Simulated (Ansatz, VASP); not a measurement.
KI: VASP beside Ansatz

```
K I
1.0
     7.18172    0.00000    0.00000
     0.00000    7.18172    0.00000
     0.00000    0.00000    7.18172
K I
4 4
Direct
  0.24999 0.24999 0.24999
  0.25001 0.75001 0.74999
  0.74999 0.25001 0.75001
  0.75001 0.74999 0.25001
  0.74930 0.74930 0.74930
  0.75070 0.25070 0.24930
  0.24930 0.75070 0.25070
  0.25070 0.24930 0.75070
```

Alike in both runs: functional PBE; k mesh 4 × 4 × 4; occupations gaussian, width 0.02 eV; no spin polarisation.

Ansatz relaxed the structure, and its values are those at the end. VASP's run is a single point on that final structure, the one shown.

```csv
,VASP,Ansatz
version,VASP 6.6.1,Ansatz 0.2.0
potentials or method,"VASP PAW PBE potentials, release 64 (K_sv, I), cutoff 520 eV","scalar-relativistic, plane waves, PAW"
valence electrons in the cell,64,104
```

Ansatz gave:

```
gap on the k mesh at the Fermi level (eV) : 3.86
least direct gap on the mesh (eV)         : 3.86
pressure (GPa)                            : 0.0
rms of the force components (eV/Å)        : 0.005
```

Q: What did VASP give for the same quantities?

A: gap on the k mesh at the Fermi level (eV): 3.85; least direct gap on the mesh (eV): 3.85; pressure (GPa): 0.0; rms of the force components (eV/Å): 0.005.

VASP's potentials hold 64 valence electrons a cell and Ansatz's 104, so a difference there can come from the potentials and not from the codes.

Neither program's run includes spin-orbit coupling.
